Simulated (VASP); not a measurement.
# TeMo5 (P6/mmm) in VASP: a series of runs, part 2 of 2

VASP 6.6.1. The steps go on from the part before.

## Step 3: Relaxation of cell and atoms, PBE

This run uses another cell than the first one, of 23.02 Å³/atom, 1.267 times its volume.

Input file INCAR:

```
SYSTEM = TeMo5
ALGO     = Normal         ! electronic algorithm
EDIFF    = 1E-6           ! SCF threshold, eV
EDIFFG   = -0.04          ! ionic threshold
ENCUT    = 600            ! plane-wave cutoff, eV
GGA      = PE             ! functional
IBRION   = 2              ! ionic algorithm
ISIF     = 3              ! what is computed and relaxed
ISMEAR   = 0              ! smearing method
LASPH    = .True.         ! aspherical terms in the spheres
LCHARG   = .False.        ! write CHGCAR
LREAL    = .False.        ! projectors in reciprocal space
LWAVE    = .False.        ! write WAVECAR
NELM     = 80             ! most SCF steps
NSW      = 90             ! ionic steps
PREC     = Accurate       ! precision mode
SIGMA    = 0.1            ! smearing width, eV
```

Input file KPOINTS:

```
k-points
0
Gamma
  3 3 4
  0 0 0
```

Input file POSCAR:

```
TeMo5
1.0
    5.8045921500      0.0000000000      0.0000000000
   -2.9022960700      5.0269242600      0.0000000000
    0.0000000000      0.0000000000      4.7340730800
Te Mo
1 5
Direct
    0.0000000000      0.0000000000      0.0000000000
    0.5000000000      0.0000000000      0.5000000000
    0.5000000000      0.5000000000      0.5000000000
    0.0000000000      0.5000000000      0.5000000000
    0.3333333300      0.6666666700      0.0000000000
    0.6666666700      0.3333333300      0.0000000000
```

Potentials or basis: VASP PAW PBE potentials, release 64 (Te, Mo_sv).

The run is started by

```
$ cat potpaw_PBE.64/Te/POTCAR potpaw_PBE.64/Mo_sv/POTCAR > POTCAR
$ mpirun -np 1 vasp_std > vasp.out
```

OUTCAR:

```text
SYSTEM = TeMo5
   EDIFF = 1E-6
   EDIFFG = -0.04
   ENCUT = 600
   GGA = PE
   IBRION = 2
   ISIF = 3
   ISMEAR = 0
   LASPH = .True.
   LREAL = .False.
   NELM = 80
   NSW = 90
   PREC = Accurate

 ion  position               nearest neighbor table
   1  0.000  0.000  0.000-   5 3.35   6 3.35   5 3.35   6 3.35   6 3.35   5 3.35
   2  0.500  0.000  0.500-   5 2.90   6 2.90   5 2.90   6 2.90   3 2.90   3 2.90   4 2.90   4 2.90

   3  0.500  0.500  0.500-   5 2.90   6 2.90   5 2.90   6 2.90   2 2.90   2 2.90   4 2.90   4 2.90

   4  0.000  0.500  0.500-   5 2.90   6 2.90   5 2.90   6 2.90   3 2.90   3 2.90   2 2.90   2 2.90

   5  0.333  0.667  0.000-   2 2.90   2 2.90   4 2.90   4 2.90   3 2.90   3 2.90   1 3.35   6 3.35
                             6 3.35   1 3.35   1 3.35   6 3.35
   6  0.667  0.333  0.000-   2 2.90   2 2.90   4 2.90   4 2.90   3 2.90   3 2.90   1 3.35   5 3.35
                             5 3.35   1 3.35   1 3.35   5 3.35

  LATTYP: Found a hexagonal cell.
 ALAT       =     5.8045921500
 C/A-ratio  =     0.8155737660

  Lattice vectors:

 A1 = (   5.8045921500,   0.0000000000,   0.0000000000)
 A2 = (  -2.9022960700,   5.0269242600,   0.0000000000)
 A3 = (   0.0000000000,   0.0000000000,   4.7340730800)

Analysis of symmetry for initial positions (statically):
=====================================================================
 Subroutine PRICEL returns:
 Original cell was already a primitive cell.

 Routine SETGRP: Setting up the symmetry group for a
 hexagonal supercell.

 Subroutine GETGRP returns: Found 24 space group operations
 (whereof 24 operations were pure point group operations)
 out of a pool of 24 trial point group operations.

The static configuration has the point symmetry D_6h.

Analysis of symmetry for dynamics (positions and initial velocities):
=====================================================================
 Subroutine PRICEL returns:
 Original cell was already a primitive cell.

 Routine SETGRP: Setting up the symmetry group for a
 hexagonal supercell.

 Subroutine GETGRP returns: Found 24 space group operations
 (whereof 24 operations were pure point group operations)
[... 112 lines left out ...]
   IMIX   =      4    mixing-type and parameters
     AMIX     =   0.40;   BMIX     =  1.00
     AMIX_MAG =   1.60;   BMIX_MAG =  1.00
  volume/ion in A,a.u.               =      23.02       155.37
  Fermi-wavevector in a.u.,A,eV,Ry     =   1.341456  2.534984 24.483733  1.799504
  Thomas-Fermi vector in A             =   2.469688
   LORBIT       =      0    0 simple, 1 ext, 2 COOP (PROOUT), +10 PAW based schemes
   GGA     = PE    functional components
   LHFCALC =     F    Hartree Fock is set to
   AEXX    =    0.0000 exact exchange contribution
   IVDW    =     0    specifies the selected vdW correction
   LEPSILON=     F    determine dielectric tensor
   LRPA    =     F    only Hartree local field effects (RPA)
 conjugate gradient relaxation of ions
 non-spin polarized calculation
 Gauss-broadening in eV      SIGMA  =   0.10
  energy-cutoff  :      600.00
  volume of cell :      138.14
 maximum number of plane-waves:      4650
 NGX is ok and might be reduce to    48
   NGX = 23   NGY = 23   NGZ = 19

--------------------------------------- Ionic step        1  -------------------------------------------

 number of electron      75.9999997 magnetization

 Free energy of the ion-electron system (eV)
  ---------------------------------------------------
  ext. energy  EPLUGINS =         0.00000000
  ---------------------------------------------------
  free energy    TOTEN  =       -51.22230384 eV

  energy without entropy =      -51.20042242  energy(sigma->0) =      -51.21136313

 E-fermi :   8.0347     XC(G=0): -11.1482

 val. band max:        7.9922583280   @ k =   0.3333   0.0000   0.2500
 cond. band min:       8.2067928565   @ k =   0.3333   0.0000   0.2500
 fundamental gap:      0.2145345285
 Fermi energy:         8.0347037013

 k-point     1 :       0.0000    0.0000    0.0000
  band No.  band energies     occupation
      1     -53.2231      2.00000
      2     -53.1438      2.00000
      3     -53.0921      2.00000
      4     -53.0791      2.00000
      5     -53.0791      2.00000
      6     -27.5368      2.00000
[... 534 lines left out ...]
  FREE ENERGIE OF THE ION-ELECTRON SYSTEM (eV)
  ---------------------------------------------------
  free  energy   TOTEN  =       -53.6442861625 eV

  energy  without entropy=      -53.6288185875  energy(sigma->0) =      -53.63655238

[... ionic steps 4 to 8 ...]

--------------------------------------- Ionic step        9  -------------------------------------------

 number of electron      75.9999993 magnetization

------------------------ aborting loop because EDIFF is reached ----------------------------------------
[... 75 lines left out ...]
--------------------------------------- Ionic step       11  -------------------------------------------

 number of electron      75.9999990 magnetization

 Free energy of the ion-electron system (eV)
  ---------------------------------------------------
  ext. energy  EPLUGINS =         0.00000000
  ---------------------------------------------------
  free energy    TOTEN  =       -54.24584761 eV

  energy without entropy =      -54.23702993  energy(sigma->0) =      -54.24143877

 E-fermi :  11.3217     XC(G=0): -12.3795

 val. band max:       11.1546497729   @ k =   0.3333   0.3333   0.2500
 cond. band min:      11.4240403333   @ k =   0.3333   0.0000   0.2500
 fundamental gap:      0.2693905605
 Fermi energy:        11.3216683130

 k-point     1 :       0.0000    0.0000    0.0000
  band No.  band energies     occupation
      1     -49.8283      2.00000
      2     -49.6468      2.00000
      3     -49.6292      2.00000
      4     -49.3826      2.00000
      5     -49.3826      2.00000
      6     -25.0961      2.00000
[... 454 lines left out ...]
  FREE ENERGIE OF THE ION-ELECTRON SYSTEM (eV)
  ---------------------------------------------------
  free  energy   TOTEN  =       -54.2458476083 eV

  energy  without entropy=      -54.2370299253  energy(sigma->0) =      -54.24143877

 reached required accuracy - stopping structural energy minimisation
```

OSZICAR:

```text
N       E                     dE             d eps       ncg     rms          rms(c)
DAV:   1     0.957245393007E+03    0.95725E+03   -0.49514E+04   850   0.184E+03
DAV:   2    -0.860641534399E+01   -0.96585E+03   -0.94763E+03   871   0.525E+02
DAV:   3    -0.527840329758E+02   -0.44178E+02   -0.42608E+02  1111   0.930E+01
DAV:   4    -0.545258439904E+02   -0.17418E+01   -0.16976E+01  1012   0.145E+01
[... 125 lines left out ...]
DAV:   6    -0.542457488153E+02    0.10770E-02   -0.60079E-03   949   0.445E-01    0.786E-01
DAV:   7    -0.542464746832E+02   -0.72587E-03   -0.73457E-04   963   0.160E-01    0.379E-01
DAV:   8    -0.542458350150E+02    0.63967E-03   -0.51730E-03   997   0.334E-01    0.302E-01
DAV:   9    -0.542458467661E+02   -0.11751E-04   -0.19327E-04   916   0.636E-02    0.328E-01
DAV:  10    -0.542458476083E+02   -0.84219E-06   -0.52060E-06   846   0.741E-03
  11 F= -.54245848E+02 E0= -.54241439E+02  d E =-.334436E-01
```

CONTCAR:

```text
TeMo5
   1.00000000000000
     5.0638782245771878   -0.0000000006817829    0.0000000000000000
    -2.5319391085170762    4.3854471841725493   -0.0000000000000000
    -0.0000000000000000    0.0000000000000000    4.8862972451514359
  Te              Mo
     1     5
Direct
     0.0000000000000000    0.0000000000000000    0.0000000000000000
     0.5000000000000000    1.0000000000000000    0.5000000000000000
     0.5000000000000000    0.5000000000000000    0.5000000000000000
     0.0000000000000000    0.5000000000000000    0.5000000000000000
     0.3333333300000021    0.6666666699999979    0.0000000000000000
     0.6666666699999979    0.3333333300000021    0.0000000000000000

  0.00000000E+00  0.00000000E+00  0.00000000E+00
  0.00000000E+00  0.00000000E+00  0.00000000E+00
  0.00000000E+00  0.00000000E+00  0.00000000E+00
  0.00000000E+00  0.00000000E+00  0.00000000E+00
  0.00000000E+00  0.00000000E+00  0.00000000E+00
  0.00000000E+00  0.00000000E+00  0.00000000E+00
```

Wall time 5 min (1 thread of Intel Xeon 6975P-C (Granite Rapids), shared host); peak memory 0.33 GiB.

What came out:

| Property | Result |
| --- | --- |
| Free energy | -54.2458 eV |
| Relaxed volume | 18.09 Å³/atom |
| Relaxed cell | a = 5.064 Å, b = 5.064 Å, c = 4.886 Å, α = 90.00°, β = 90.00°, γ = 120.00° |
| Space group after relaxing (to 0.05 Å) | P6/mmm (No. 191) |
| Energy gained by relaxing | 503.9 meV/atom |
| Ionic steps | 11 |
| Pressure after relaxing | -0.2 GPa |
| Band gap on the k mesh | zero (band 38 reaches 12.19 eV, above the bottom of band 39 at 10.77 eV) |

Step by step:
```tsv
step	energy change (eV)	largest force (eV/Å)	pressure (GPa)	volume (Å³)
1	0.0000	0.0000	-23.64	138.14
2	4.9236	0.0000	103.75	80.73
3	-2.4220	0.0000	-2.90	113.02
4	-2.4420	0.0000	-0.74	111.53
5	-2.4443	0.0000	0.37	110.82
6	-2.7854	0.0000	0.52	108.92
7	-2.9343	0.0000	6.56	105.04
8	-2.9662	0.0000	2.85	106.90
9	-2.9901	0.0000	4.12	106.15
10	-2.8839	0.0000	-7.42	113.57
11	-3.0235	0.0000	-0.20	108.51
```

Final structure:
```
Te Mo
1.0
     5.06388    0.00000    0.00000
    -2.53194    4.38545    0.00000
     0.00000    0.00000    4.88630
Te Mo
1 5
Cartesian
  0.0000 0.0000 0.0000
  0.0000 4.3854 2.4431
  1.2660 2.1927 2.4431
  -1.2660 2.1927 2.4431
  0.0000 2.9236 0.0000
  2.5319 1.4618 0.0000
```

Caveat: the k points lie up to 0.48 Å⁻¹ apart in the final cell; the volume moved by over 15 % at a fixed basis, so the end points are rough; spin-orbit coupling is left out, which moves the levels of the heavy elements.

## Step 4: Relaxation of cell and atoms, PBE

This run uses another cell than the first one, of 18.06 Å³/atom, 0.994 times its volume.

Input file INCAR:

```
  PREC = Accurate
  ENCUT = 600
  EDIFF = 1E-7
  ISMEAR = 0
  SIGMA = 0.1
  LREAL = False
  LASPH = True
  NELM = 100
  ALGO = Fast
  ISIF = 3
  LWAVE = False
  LCHARG = False
  GGA = PE
  IBRION = 2
  NSW = 90
  EDIFFG = -0.04
```

Input file KPOINTS:

```
Automatic mesh
0
Gamma
  6 6 4
```

Input file POSCAR:

```
TeMo5
1.0
    5.0631906707      0.0000000000      0.0000000000
   -2.5315953353      4.3848517450      0.0000000000
    0.0000000000      0.0000000000      4.8820669931
Te Mo
1 5
Direct
    0.0000000000      0.0000000000      0.0000000000
    0.5000000000      0.0000000000      0.5000000000
    0.5000000000      0.5000000000      0.5000000000
    0.0000000000      0.5000000000      0.5000000000
    0.3333333333      0.6666666667      0.0000000000
    0.6666666667      0.3333333333      0.0000000000
```

The run is started by

```
$ cat potpaw_PBE.64/Te/POTCAR potpaw_PBE.64/Mo_sv/POTCAR > POTCAR
$ mpirun -np 1 vasp_std > vasp.out
```

Wall time 5.2 min (1 thread of Intel Xeon 6975P-C (Granite Rapids), shared host); peak memory 0.31 GiB.

The run converged. Its results:

| Quantity | Value |
| --- | --- |
| Free energy | -54.0187 eV |
| Relaxed volume | 18.19 Å³/atom |
| Relaxed cell | a = 5.130 Å, b = 5.130 Å, c = 4.788 Å, α = 90.00°, β = 90.00°, γ = 120.00° |
| Space group after relaxing (to 0.05 Å) | P6/mmm (No. 191) |
| Energy gained by relaxing | 6.6 meV/atom |
| Ionic steps | 5 |
| Pressure after relaxing | 0.2 GPa |
| Band gap on the k mesh | zero (band 38 reaches 12.08 eV, above the bottom of band 39 at 10.60 eV) |

Stress tensor (GPa, compression positive):
```
0.23 0.00 0.00
0.00 0.23 0.00
0.00 0.00 0.00
```

The path:
```csv
step,energy change (eV),largest force (eV/Å),pressure (GPa),volume (Å³)
1,0.0000,0.0000,1.19,108.39
2,-0.0309,0.0000,-1.96,110.47
3,-0.0323,0.0000,-1.45,110.09
4,-0.0333,0.0000,1.72,108.26
5,-0.0396,0.0000,0.15,109.13
```

Final structure:
```cif
data_structure
_symmetry_space_group_name_H-M 'P 1'
_symmetry_Int_Tables_number 1
_cell_length_a 5.1302
_cell_length_b 5.1302
_cell_length_c 4.7881
_cell_angle_alpha 90.000
_cell_angle_beta 90.000
_cell_angle_gamma 120.000
_cell_volume 109.13
loop_
_atom_site_label
_atom_site_type_symbol
_atom_site_fract_x
_atom_site_fract_y
_atom_site_fract_z
_atom_site_occupancy
Te1 Te 0.00000 0.00000 0.00000 1
Mo1 Mo 0.50000 0.00000 0.50000 1
Mo2 Mo 0.50000 0.50000 0.50000 1
Mo3 Mo 0.00000 0.50000 0.50000 1
Mo4 Mo 0.33333 0.66667 0.00000 1
Mo5 Mo 0.66667 0.33333 0.00000 1
```

Levels at points of the mesh, in eV from the Fermi level:
| k point | band 35 | band 36 | band 37 | band 38 | band 39 | band 40 | band 41 | band 42 |
| --- | --- | --- | --- | --- | --- | --- | --- | --- |
| (0.00, 0.00, 0.00) | -1.49 | -1.49 | -0.82 | -0.39 | 1.29 | 1.29 | 1.54 | 1.54 |
| (0.50, 0.00, 0.00) | -0.91 | -0.69 | -0.59 | -0.38 | 0.19 | 0.31 | 0.36 | 0.76 |
| (0.00, 0.00, 0.50) | -1.01 | -0.51 | -0.51 | -0.50 | -0.50 | 1.90 | 2.18 | 2.26 |
| (0.50, 0.00, 0.50) | -0.90 | -0.86 | -0.76 | -0.68 | -0.46 | 0.58 | 0.80 | 1.11 |

Caveat: spin-orbit coupling is left out, which moves the levels of the heavy elements.

## Step 5: Single point, PBE

Input file INCAR:

```
SYSTEM = TeMo5
ALGO = Fast
EDIFF = 1E-7
ENCUT = 520
GGA = PE
ISIF = 2
ISMEAR = 0
LASPH = .TRUE.
LCHARG = .FALSE.
LREAL = .FALSE.
LWAVE = .FALSE.
NBANDS = 47
NELM = 60
PREC = Accurate
SIGMA = 0.1
```

Input file KPOINTS:

```
k-points
0
G
  12 12 8
  0 0 0
```

POSCAR, as its differences from that of step 4:

```diff
@@ -2,5 +2,5 @@
 1.0
-    5.0631906707      0.0000000000      0.0000000000
-   -2.5315953353      4.3848517450      0.0000000000
-    0.0000000000      0.0000000000      4.8820669931
+    5.1177353195      0.0000000000      0.0000000000
+   -2.5588676597      4.4320887965      0.0000000000
+    0.0000000000      0.0000000000      4.8031000744
 Te Mo
```

The run is started by

```
$ cat potpaw_PBE.64/Te/POTCAR potpaw_PBE.64/Mo_sv/POTCAR > POTCAR
$ mpirun -np 1 vasp_std > vasp.out
```

Wall time 10 min (1 thread of Oxide Virtual Turin-like, shared host); peak memory 0.46 GiB.

The run converged. Its results:

```
Free energy            : -54.0654 eV
Pressure               : 0.3 GPa
Band gap on the k mesh : zero (band 38 reaches 12.11 eV, above the bottom of band 39 at 10.65 eV)
```

Levels at points of the mesh, in eV from the Fermi level:
```tsv
k point	band 36	band 37	band 38	band 39	band 40	band 41
(0.00, 0.00, 0.00)	-1.53	-0.84	-0.44	1.27	1.27	1.50
(0.50, 0.00, 0.00)	-0.74	-0.67	-0.44	0.13	0.27	0.30
(0.00, 0.00, 0.50)	-0.59	-0.59	-0.52	-0.52	1.88	2.12
(0.50, 0.00, 0.50)	-0.89	-0.80	-0.72	-0.50	0.57	0.73
```

Caveat: spin-orbit coupling is left out, which moves the levels of the heavy elements.

## Step 6: Summary

| task | cell | k mesh | cutoff (eV) | gap on the mesh (eV) | pressure (GPa) | relaxed volume (Å³/atom) |
| --- | --- | --- | --- | --- | --- | --- |
| single point | a = 5.134, b = 5.134, c = 4.777 Å, angles 90.0, 90.0, 120.0°, 6 atoms | 6 × 6 × 4 | 520 | none | 0.4 | - |
| relaxation of cell and atoms | relaxed from a = 5.805, b = 5.805, c = 4.734 Å, angles 90.0, 90.0, 120.0°, 6 atoms | 3 × 3 × 4 | 600 | none | -0.2 | 18.09 |
| relaxation of cell and atoms | relaxed from a = 5.063, b = 5.063, c = 4.882 Å, angles 90.0, 90.0, 120.0°, 6 atoms | 6 × 6 × 4 | 600 | none | 0.2 | 18.19 |
| single point | a = 5.118, b = 5.118, c = 4.803 Å, angles 90.0, 90.0, 120.0°, 6 atoms | 12 × 12 × 8 | 520 | none | 0.3 | - |

Alike in all rows: level PBE; potentials or basis VASP PAW PBE potentials, release 64 (Te, Mo_sv); no spin polarisation; smearing gaussian 0.1 eV.

Caveats: some runs use coarse meshes; spin-orbit coupling is left out, which moves the levels of the heavy elements; the volume moved by over 15 % at a fixed basis, so the end points are rough (some runs).

Total energies depend on the potentials used, so only differences within one code and one set of settings carry meaning.
